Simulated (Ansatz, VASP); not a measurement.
# One calculation of BAs, two programs

```
CELL_PARAMETERS angstrom
2.95895 0.00000 0.00000
-1.47947 2.56252 0.00000
0.00000 0.00000 8.11433
ATOMIC_POSITIONS crystal
B 0.00000 0.00000 0.00000
B 0.33333 0.66667 0.50000
As 0.33333 0.66667 0.00000
As 0.66667 0.33333 0.50000
```

Alike in both runs: task single point; functional r2SCAN; k mesh 9 × 9 × 2; occupations gaussian, width 0.1 eV; no spin polarisation.

```csv
,VASP,Ansatz
version,VASP 6.6.1,Ansatz 0.2.0
potentials or method,"VASP PAW PBE potentials, release 64 (B, As), cutoff 520 eV","scalar-relativistic, plane waves, PAW"
valence electrons in the cell,16,36
```

|  | VASP | Ansatz | Ansatz less VASP |
| --- | --- | --- | --- |
| gap on the k mesh at the Fermi level (eV) | 0.34 | 0.38 | +0.036 |
| least direct gap on the mesh (eV) | 0.38 | 0.42 | +0.035 |

VASP's potentials were made for PBE, not for r2SCAN. With one functional, cell and mesh, what is left measures potentials, basis and numerics. VASP's potentials hold 16 valence electrons a cell and Ansatz's 36, so a difference there can come from the potentials and not from the codes.
